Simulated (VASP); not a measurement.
# Fe2Ge (P6_3/mmc) in VASP: further runs, part 2 of 3

VASP 6.6.1.

## Step 3: Single point, PBEsol, collinear spin, ferromagnetic start (13.09 Å³/atom)

This run uses another cell than the first one, of 13.09 Å³/atom.

Input file INCAR:

```
PREC = Accurate
ENCUT = 520
EDIFF = 1E-7
ISMEAR = -1
SIGMA = 0.05
LREAL = False
LASPH = True
NELM = 150
ALGO = Normal
ISIF = 2
LWAVE = False
LCHARG = False
ISPIN = 2
MAGMOM = 0 0 3 3 3 3
LORBIT = 11
LMAXMIX = 4
GGA = PS
NBANDS = 43
```

Input file KPOINTS:

```
Automatic mesh
0
Gamma
  8 8 6
```

Input file POSCAR:

```
Fe2Ge
1.0
    4.2139253481      0.0000000000      0.0000000000
   -2.1069626741      3.6493664012      0.0000000000
    0.0000000000      0.0000000000      5.1069877635
Ge Fe
2 4
Direct
    0.3333333333      0.6666666667      0.7500000000
    0.6666666667      0.3333333333      0.2500000000
    0.3333333333      0.6666666667      0.2500000000
    0.6666666667      0.3333333333      0.7500000000
    0.0000000000      0.0000000000      0.5000000000
    0.0000000000      0.0000000000      0.0000000000
```

Potentials or basis: VASP PAW PBE potentials, release 64 (Ge_d, Fe).

Started as:

```console
$ cat potpaw_PBE.64/Ge_d/POTCAR potpaw_PBE.64/Fe/POTCAR > POTCAR
$ mpirun -np 1 vasp_std > vasp.out
```

OUTCAR:

```text
PREC = Accurate
   ENCUT = 520
   EDIFF = 1E-7
   ISMEAR = -1
   LREAL = False
   LASPH = True
   NELM = 150
   ISIF = 2
   ISPIN = 2
   LORBIT = 11
   GGA = PS

 ion  position               nearest neighbor table
   1  0.333  0.667  0.750-   4 2.43   4 2.43   4 2.43   3 2.55   3 2.55   5 2.75   6 2.75   6 2.75
                             5 2.75   6 2.75   5 2.75
   2  0.667  0.333  0.250-   3 2.43   3 2.43   3 2.43   4 2.55   4 2.55   5 2.75   6 2.75   5 2.75
                             6 2.75   5 2.75   6 2.75
   3  0.333  0.667  0.250-   2 2.43   2 2.43   2 2.43   1 2.55   1 2.55   5 2.75   6 2.75   6 2.75
                             5 2.75   6 2.75   5 2.75
   4  0.667  0.333  0.750-   1 2.43   1 2.43   1 2.43   2 2.55   2 2.55   5 2.75   6 2.75   5 2.75
                             6 2.75   5 2.75   6 2.75
   5  0.000  0.000  0.500-   6 2.55   6 2.55   3 2.75   4 2.75   1 2.75   2 2.75   2 2.75   4 2.75
                             1 2.75   3 2.75   2 2.75   4 2.75   1 2.75   3 2.75
   6  0.000  0.000  0.000-   5 2.55   5 2.55   3 2.75   4 2.75   1 2.75   2 2.75   2 2.75   4 2.75
                             1 2.75   3 2.75   2 2.75   4 2.75   1 2.75   3 2.75

  LATTYP: Found a hexagonal cell.
 ALAT       =     4.2139253481
[... 2392 lines left out ...]
  Total       -7.4401617     -7.4401617     -7.3947546      0.0000000     -0.0000000      0.0000000
  in kB     -151.7832455   -151.7832455   -150.8569155      0.0000000     -0.0000000      0.0000000
  external PRESSURE =    -151.4744688 kB  Pullay stress =       0.0000000 kB

 VOLUME and BASIS-vectors are now :
 -----------------------------------------------------------------------------
  energy-cutoff  :      520.00
  volume of cell :       78.54
      direct lattice vectors                 reciprocal lattice vectors
     4.213925348  0.000000000  0.000000000     0.237308428  0.137010085  0.000000000
    -2.106962674  3.649366401  0.000000000     0.000000000  0.274020170  0.000000000
     0.000000000  0.000000000  5.106987764     0.000000000  0.000000000  0.195810142

 POSITION                                       TOTAL-FORCE (eV/Angst)
 -----------------------------------------------------------------------------------
     -0.00000      2.43291      3.83024        -0.000000      0.000000      0.000000
      2.10696      1.21646      1.27675         0.000000     -0.000000      0.000000
     -0.00000      2.43291      1.27675        -0.000000     -0.000000      0.000000
      2.10696      1.21646      3.83024         0.000000      0.000000      0.000000
      0.00000      0.00000      2.55349         0.000000      0.000000      0.000000
      0.00000      0.00000      0.00000         0.000000      0.000000      0.000000
 -----------------------------------------------------------------------------------
    total drift:                                0.000000     -0.000000      0.000000

  FREE ENERGIE OF THE ION-ELECTRON SYSTEM (eV)
  ---------------------------------------------------
  free  energy   TOTEN  =       -45.6994802304 eV

  energy  without entropy=      -45.6462862100  energy(sigma->0) =      -45.67288322

 total charge

# of ion       s       p       d       tot
------------------------------------------
    1        1.087   1.256  10.086  12.429
    2        1.087   1.256  10.086  12.429
    3        0.402   0.447   6.400   7.250
    4        0.402   0.447   6.400   7.250
    5        0.373   0.428   6.221   7.022
    6        0.373   0.428   6.221   7.022
--------------------------------------------------
tot          3.723   4.262  45.415  53.400

 magnetization (x)

# of ion       s       p       d       tot
------------------------------------------
    1       -0.007  -0.087   0.003  -0.090
    2       -0.007  -0.087   0.003  -0.090
    3        0.013   0.002   1.775   1.790
    4        0.013   0.002   1.775   1.790
    5       -0.001   0.002   2.522   2.522
    6       -0.001   0.002   2.522   2.522
--------------------------------------------------
tot          0.010  -0.166   8.599   8.443
```

OSZICAR:

```text
N       E                     dE             d eps       ncg     rms          rms(c)
DAV:   1     0.566275489743E+03    0.56628E+03   -0.25742E+04  7920   0.326E+03
DAV:   2     0.517354553316E+02   -0.51454E+03   -0.48443E+03  6880   0.679E+02
[... 10 lines left out ...]
DAV:  13    -0.456996678788E+02   -0.28076E-03   -0.12329E-03  8927   0.380E-01    0.291E-01
DAV:  14    -0.456994665448E+02    0.20133E-03   -0.47783E-04  9605   0.391E-01    0.109E-01
DAV:  15    -0.456994823260E+02   -0.15781E-04   -0.14627E-04  9861   0.105E-01    0.317E-02
DAV:  16    -0.456994813644E+02    0.96166E-06   -0.23962E-05  7502   0.570E-02    0.138E-02
DAV:  17    -0.456994808470E+02    0.51732E-06   -0.28108E-06  8060   0.184E-02    0.122E-02
DAV:  18    -0.456994802714E+02    0.57561E-06   -0.92318E-07  7741   0.186E-02    0.282E-03
DAV:  19    -0.456994802304E+02    0.41027E-07   -0.14328E-07  4350   0.336E-03
   1 F= -.45699480E+02 E0= -.45672883E+02  d E =-.531940E-01  mag=     8.4449
```

It took 2.4 min on 1 thread of Intel Xeon 6975P-C (Granite Rapids), shared host; peak memory 0.35 GiB.

What came out:

* Free energy: -45.6995 eV
* Pressure: -15.1 GPa
* Net moment: 8.45 μB per cell
* Site moments: Ge -0.09; Fe +1.79, +2.52 (each value once) μB
* Valence electrons inside the program's atomic spheres: Ge 12.43; Fe 7.25, 7.02 (each value once)

Caveat: the cell stands under tension; the PAW data sets were made with another functional, which shifts forces and pressure a little.

(Part 2 of 3 ends here.)
